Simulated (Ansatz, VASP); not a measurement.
# LiBr: VASP beside Ansatz

```
Li Br
1.0
     0.00000    2.73955    2.73955
     2.73955    0.00000    2.73955
     2.73955    2.73955    0.00000
Li Br
1 1
Direct
  0.00000 0.00000 0.00000
  0.50000 0.50000 0.50000
```

Alike in both runs: task single point; functional PBE; k mesh 6 × 6 × 6; occupations fermi-dirac, width 0.05 eV; no spin polarisation.

```csv
,VASP,Ansatz
version,VASP 6.6.1,Ansatz 0.2.0
potentials or method,"VASP PAW PBE potentials, release 64 (Li_sv, Br)",plane waves
plane-wave cutoff (eV),750,420
valence electrons in the cell,10,10
```

|  | VASP | Ansatz | Ansatz less VASP |
| --- | --- | --- | --- |
| gap on the k mesh at the Fermi level (eV) | 4.99 | 4.99 | -0.004 |
| pressure (GPa) | 0.4 | 0.5 | +0.05 |
